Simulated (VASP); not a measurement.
# Be (P4_2/mnm) in VASP: further runs

Runs on Be. Level: PBE. Tasks: single point.

Everything below comes from runs of VASP 6.6.1. Logs are shortened: lines on timing, memory, paths and dates and some standing lists are left out, and cuts for length are marked.

## 1. The cell of the first run

Symmetry: P4_2/mnm, No. 136, tetragonal system. The conventional cell has a = 3.683 Å, b = 3.683 Å, c = 2.243 Å, α = 90.00°, β = 90.00°, γ = 90.00°. Within 2.8 Å of Be (site symmetry m2m) lie 13 Be at 2.11 to 2.65 Å.

## 2. Single point, PBE

File INCAR:

```
SYSTEM = Be
PREC     = Accurate       ! precision mode
ENCUT    = 520            ! plane-wave cutoff, eV
EDIFF    = 1E-6           ! SCF threshold, eV
ISMEAR   = -1             ! smearing method
SIGMA    = 0.1            ! smearing width, eV
LREAL    = .False.        ! projectors in reciprocal space
LASPH    = .True.         ! aspherical terms in the spheres
NELM     = 60             ! most SCF steps
ALGO     = Normal         ! electronic algorithm
ISIF     = 2              ! what is computed and relaxed
LWAVE    = .False.        ! write WAVECAR
LCHARG   = .True.         ! write CHGCAR
GGA      = PE             ! functional
LELF     = .True.         ! ELF
LVHAR    = .True.       
NBANDS   = 12             ! bands
```

File KPOINTS:

```
Automatic mesh
0
Gamma
  6 6 10
  0 0 0
```

File POSCAR:

```
Be
1.0
    3.6832964073      0.0000000000      0.0000000000
    0.0000000000      3.6832964073      0.0000000000
    0.0000000000      0.0000000000      2.2426067662
Be
4
Direct
    0.2974080000      0.2974080000      0.0000000000
    0.7025920000      0.7025920000      0.0000000000
    0.2025920000      0.7974080000      0.5000000000
    0.7974080000      0.2025920000      0.5000000000
```

Potentials or basis: VASP PAW PBE potentials, release 64 (Be).

Command:

```
> cat potpaw_PBE.64/Be/POTCAR > POTCAR
> mpirun -np 1 vasp_std > vasp.out
```

OUTCAR:

```text
SYSTEM = Be
   PREC = Accurate
   ENCUT = 520
   EDIFF = 1E-6
   ISMEAR = -1
   LREAL = .False.
   LASPH = .True.
   NELM = 60
   ISIF = 2
   GGA = PE

 ion  position               nearest neighbor table
   1  0.297  0.297  0.000-   2 2.11   3 2.18   4 2.18   3 2.18   4 2.18   3 2.18   3 2.18   4 2.18
                             4 2.18
   2  0.703  0.703  0.000-   1 2.11   3 2.18   4 2.18   3 2.18   4 2.18   4 2.18   4 2.18   3 2.18
                             3 2.18
   3  0.203  0.797  0.500-   4 2.11   2 2.18   1 2.18   1 2.18   2 2.18   1 2.18   1 2.18   2 2.18
                             2 2.18
   4  0.797  0.203  0.500-   3 2.11   2 2.18   1 2.18   1 2.18   2 2.18   2 2.18   2 2.18   1 2.18
                             1 2.18

  LATTYP: Found a simple tetragonal cell.
 ALAT       =     3.6832964073
 C/A-ratio  =     0.6088586196

  Lattice vectors:

 A1 = (   3.6832964073,   0.0000000000,   0.0000000000)
 A2 = (   0.0000000000,   3.6832964073,   0.0000000000)
 A3 = (   0.0000000000,   0.0000000000,   2.2426067662)

Analysis of symmetry for initial positions (statically):
=====================================================================
 Subroutine PRICEL returns:
 Original cell was already a primitive cell.

 Routine SETGRP: Setting up the symmetry group for a
 simple tetragonal supercell.

 Subroutine GETGRP returns: Found 16 space group operations
 (whereof  8 operations were pure point group operations)
 out of a pool of 16 trial point group operations.

The static configuration has the point symmetry D_2h.
 The point group associated with its full space group is D_4h.

Analysis of symmetry for dynamics (positions and initial velocities):
=====================================================================
 Subroutine PRICEL returns:
 Original cell was already a primitive cell.

 Routine SETGRP: Setting up the symmetry group for a
 simple tetragonal supercell.

 Subroutine GETGRP returns: Found 16 space group operations
 (whereof  8 operations were pure point group operations)
 out of a pool of 16 trial point group operations.

The dynamic configuration has the point symmetry D_2h.
 The point group associated with its full space group is D_4h.

 Subroutine INISYM returns: Found 16 space group operations
 (whereof  8 operations are pure point group operations),
 and found     1 'primitive' translations

----------------------------------------------------------------------------------------

                                     Primitive cell

  volume of cell :      30.4247

  direct lattice vectors                    reciprocal lattice vectors
     3.683296407  0.000000000  0.000000000     0.271495934  0.000000000  0.000000000
[... 102 lines left out ...]
   NUPDOWN=      -1.0000    fix difference up-down
   EMIN   =  10.00;   EMAX   =-10.00  energy-range for DOS
   EFERMI =   0.00;   METHOD = LEGACY
   ISMEAR =    -1;   SIGMA  =   0.10  broadening in eV -4-tet -1-fermi 0-gaus
   EFERMI_NEDOS =   21; number of points for ismear=-14 and -15
   IALGO  =     38    algorithm
   IMIX   =      4    mixing-type and parameters
     AMIX     =   0.40;   BMIX     =  1.00
     AMIX_MAG =   1.60;   BMIX_MAG =  1.00
  volume/ion in A,a.u.               =       7.61        51.33
  Fermi-wavevector in a.u.,A,eV,Ry     =   1.048808  1.981960 14.966385  1.099998
  Thomas-Fermi vector in A             =   2.183745
   LORBIT       =      0    0 simple, 1 ext, 2 COOP (PROOUT), +10 PAW based schemes
   GGA     = PE    functional components
   LHFCALC =     F    Hartree Fock is set to
   AEXX    =    0.0000 exact exchange contribution
   IVDW    =     0    specifies the selected vdW correction
   LEPSILON=     F    determine dielectric tensor
   LRPA    =     F    only Hartree local field effects (RPA)
 non-spin polarized calculation
  energy-cutoff  :      520.00
  volume of cell :       30.42
 maximum number of plane-waves:       832
 NGX is ok and might be reduce to    28
   NGX = 13   NGY = 13   NGZ =  9

 number of electron       8.0000000 magnetization

 Free energy of the ion-electron system (eV)
  ---------------------------------------------------
  ext. energy  EPLUGINS =         0.00000000
  ---------------------------------------------------
  free energy    TOTEN  =       -14.81340108 eV

  energy without entropy =      -14.79794590  energy(sigma->0) =      -14.80567349

 E-fermi :   7.1568     XC(G=0): -10.7316

 val. band max:        7.0892389941   @ k =   0.3333   0.0000   0.3000
 cond. band min:       7.2077524742   @ k =   0.1667   0.0000   0.4000
 fundamental gap:      0.1185134801
 Fermi energy:         7.1568174973

 k-point     1 :       0.0000    0.0000    0.0000
  band No.  band energies     occupation
      1      -4.2173      2.00000
      2       2.0672      2.00000
      3       2.6326      2.00000
      4       6.2569      1.99975
      5       6.2569      1.99975
      6      12.2955      0.00000
      7      12.2955      0.00000
      8      14.8194      0.00000
      9      16.7991      0.00000
     10      18.1750      0.00000
     11      23.9773      0.00000
     12      23.9773      0.00000
[... 331 lines left out ...]
 k-point    24 :       0.5000    0.0000    0.2000
  band No.  band energies     occupation
      1      -1.3323      2.00000
      2      -1.3323      2.00000
      3       5.5730      2.00000
      4       5.5730      2.00000
      5       8.6560      0.00000
      6       8.6560      0.00000
      7      14.8693      0.00000
      8      14.8693      0.00000
      9      17.1217      0.00000
     10      17.1217      0.00000
     11      21.9725      0.00000
     12      21.9725      0.00000

 [... further k-points ...]
[... 5 lines left out ...]
  --------------------------------------------------------------------------------------
  -------------------------------------------------------------------------------------
  Total        1.1687054      1.1687054      1.6184521      0.0000000      0.0000000      0.0000000
  in kB       61.5444864     61.5444864     85.2283291      0.0000000      0.0000000      0.0000000
  external PRESSURE =      69.4391006 kB  Pullay stress =       0.0000000 kB

 VOLUME and BASIS-vectors are now :
 -----------------------------------------------------------------------------
  energy-cutoff  :      520.00
  volume of cell :       30.42
      direct lattice vectors                 reciprocal lattice vectors
     3.683296407  0.000000000  0.000000000     0.271495934  0.000000000  0.000000000
     0.000000000  3.683296407  0.000000000     0.000000000  0.271495934  0.000000000
     0.000000000  0.000000000  2.242606766     0.000000000  0.000000000  0.445909651

 POSITION                                       TOTAL-FORCE (eV/Angst)
 -----------------------------------------------------------------------------------
      1.09544      1.09544      0.00000        -0.027439     -0.027439      0.000000
      2.58785      2.58785      0.00000         0.027439      0.027439     -0.000000
      0.74621      2.93709      1.12130         0.027439     -0.027439      0.000000
      2.93709      0.74621      1.12130        -0.027439      0.027439     -0.000000
 -----------------------------------------------------------------------------------
    total drift:                                0.000000      0.000000     -0.000000

  FREE ENERGIE OF THE ION-ELECTRON SYSTEM (eV)
  ---------------------------------------------------
  free  energy   TOTEN  =       -14.8134010774 eV

  energy  without entropy=      -14.7979458981  energy(sigma->0) =      -14.80567349
```

stdout:

```text
POSCAR found type information on POSCAR Be
 POSCAR found :  1 types and       4 ions
 scaLAPACK will be used
 LDA part: xc-table for (Slater+PW92), standard interpolation
 POSCAR, INCAR and KPOINTS ok, starting setup
 FFT: planning ... GRIDC
 FFT: planning ... GRID_SOFT
 FFT: planning ... GRID
 WAVECAR not read
 entering main loop
```

It took 19 s on 1 thread of Intel Xeon 8259CL, shared host; peak memory 0.14 GiB.

Results:

- Free energy: -14.8134 eV
- Pressure: 6.9 GPa
- Largest force: 0.039 eV/Å
- Band gap on the k mesh: zero (band 4 reaches 8.25 eV, above the bottom of band 5 at 6.26 eV)

Forces in eV/Å, atoms in the order of the input:
```
Be  -0.027 -0.027  0.000
Be   0.027  0.027  0.000
Be   0.027 -0.027  0.000
Be  -0.027  0.027  0.000
```

Levels at points of the mesh, in eV from the Fermi level:
```csv
k point,band 1,band 2,band 3,band 4,band 5,band 6,band 7,band 8
"(0.00, 0.00, 0.00)",-11.37,-5.09,-4.52,-0.90,-0.90,5.14,5.14,7.66
"(0.50, 0.00, 0.00)",-9.37,-9.37,-2.71,-2.71,1.68,1.68,9.49,9.49
"(0.50, 0.50, 0.00)",-7.32,-7.32,-7.31,-7.31,8.71,8.71,9.70,9.70
"(0.00, 0.00, 0.50)",-5.91,-5.91,1.10,1.10,1.95,1.95,2.73,2.73
"(0.50, 0.00, 0.50)",-4.56,-4.56,-3.42,-3.42,3.92,3.92,5.23,5.23
"(0.50, 0.50, 0.50)",-3.86,-3.86,-3.50,-3.50,2.00,2.00,2.05,2.05
```

## 3. Single point, PBE

This run uses another cell than the first one, of 7.85 Å³/atom, 1.032 times its volume.

File INCAR:

```
PREC = Accurate ; ENCUT = 520
EDIFF = 1E-6 ; ISMEAR = -1
SIGMA = 0.1 ; LREAL = F
LASPH = T ; NELM = 100
ALGO = Normal ; ISIF = 2
LWAVE = F ; LCHARG = T
GGA = PE ; LELF = T
LVHAR = T ; NBANDS = 12
```

File KPOINTS:

```
regular mesh
0
Gamma
  6 6 10
```

File POSCAR:

```
Be
1.0
    3.7216668396      0.0000000000      0.0000000000
    0.0000000000      3.7216668396      0.0000000000
    0.0000000000      0.0000000000      2.2659689346
Be
4
Direct
    0.2974080000      0.2974080000      0.0000000000
    0.7025920000      0.7025920000      0.0000000000
    0.2025920000      0.7974080000      0.5000000000
    0.7974080000      0.2025920000      0.5000000000
```

Potentials or basis: VASP PAW PBE potentials, release 64 (Be).

Command:

```
> cat potpaw_PBE.64/Be/POTCAR > POTCAR
> mpirun -np 1 vasp_std > vasp.out
```

OUTCAR:

```text
PREC = Accurate
   ENCUT = 520
   EDIFF = 1E-6
   ISMEAR = -1
   LREAL = F
   LASPH = T
   NELM = 100
   ISIF = 2
   GGA = PE

 ion  position               nearest neighbor table
   1  0.297  0.297  0.000-   2 2.13   3 2.21   4 2.21   3 2.21   4 2.21   3 2.21   3 2.21   4 2.21
                             4 2.21
   2  0.703  0.703  0.000-   1 2.13   3 2.21   4 2.21   3 2.21   4 2.21   4 2.21   4 2.21   3 2.21
                             3 2.21
   3  0.203  0.797  0.500-   4 2.13   2 2.21   1 2.21   1 2.21   2 2.21   1 2.21   1 2.21   2 2.21
                             2 2.21
[... 567 lines left out ...]
  -------------------------------------------------------------------------------------
  Total        0.4016858      0.4016858      0.8029608      0.0000000      0.0000000      0.0000000
  in kB       20.5053947     20.5053947     40.9898181      0.0000000      0.0000000      0.0000000
  external PRESSURE =      27.3335358 kB  Pullay stress =       0.0000000 kB

 VOLUME and BASIS-vectors are now :
 -----------------------------------------------------------------------------
  energy-cutoff  :      520.00
  volume of cell :       31.39
      direct lattice vectors                 reciprocal lattice vectors
     3.721666840  0.000000000  0.000000000     0.268696808  0.000000000  0.000000000
     0.000000000  3.721666840  0.000000000     0.000000000  0.268696808  0.000000000
     0.000000000  0.000000000  2.265968935     0.000000000  0.000000000  0.441312317

 POSITION                                       TOTAL-FORCE (eV/Angst)
 -----------------------------------------------------------------------------------
      1.10685      1.10685      0.00000        -0.014947     -0.014947      0.000000
      2.61481      2.61481      0.00000         0.014947      0.014947     -0.000000
      0.75398      2.96769      1.13298         0.014947     -0.014947      0.000000
      2.96769      0.75398      1.13298        -0.014947      0.014947     -0.000000
 -----------------------------------------------------------------------------------
    total drift:                                0.000000      0.000000     -0.000000

  FREE ENERGIE OF THE ION-ELECTRON SYSTEM (eV)
  ---------------------------------------------------
  free  energy   TOTEN  =       -14.8421751557 eV

  energy  without entropy=      -14.8263712239  energy(sigma->0) =      -14.83427319
```

OSZICAR:

```text
N       E                     dE             d eps       ncg     rms          rms(c)
DAV:   1     0.155435893304E+00    0.15544E+00   -0.32898E+03  1440   0.557E+02
DAV:   2    -0.145932711357E+02   -0.14749E+02   -0.14286E+02  1908   0.984E+01
DAV:   3    -0.149867536060E+02   -0.39348E+00   -0.38548E+00  2048   0.107E+01
DAV:   4    -0.149881641693E+02   -0.14106E-02   -0.14099E-02  1712   0.669E-01
DAV:   5    -0.149881690270E+02   -0.48577E-05   -0.48573E-05  1928   0.345E-02    0.178E+00
DAV:   6    -0.148830062466E+02    0.10516E+00   -0.21090E-02  1692   0.127E+00    0.108E+00
DAV:   7    -0.148422240924E+02    0.40782E-01   -0.24935E-02  1652   0.128E+00    0.980E-02
DAV:   8    -0.148421753666E+02    0.48726E-04   -0.56070E-04  1840   0.140E-01    0.162E-02
DAV:   9    -0.148421751557E+02    0.21088E-06   -0.31969E-06  2028   0.114E-02
   1 F= -.14842175E+02 E0= -.14834273E+02  d E =-.158039E-01
```

stdout:

```text
POSCAR found type information on POSCAR Be
 POSCAR found :  1 types and       4 ions
 scaLAPACK will be used
 LDA part: xc-table for (Slater+PW92), standard interpolation
 POSCAR, INCAR and KPOINTS ok, starting setup
 FFT: planning ... GRIDC
 FFT: planning ... GRID_SOFT
 FFT: planning ... GRID
 WAVECAR not read
 entering main loop
```

Wall time 20 s (1 thread of Intel Xeon 8259CL, shared host); peak memory 0.14 GiB.

What came out:

```
Free energy            : -14.8422 eV
Pressure               : 2.7 GPa
Largest force          : 0.021 eV/Å
Band gap on the k mesh : zero (band 4 reaches 7.99 eV, above the bottom of band 5 at 5.97 eV)
```

Forces on the atoms (eV/Å):
```
Be  -0.015 -0.015  0.000
Be   0.015  0.015  0.000
Be   0.015 -0.015  0.000
Be  -0.015  0.015  0.000
```
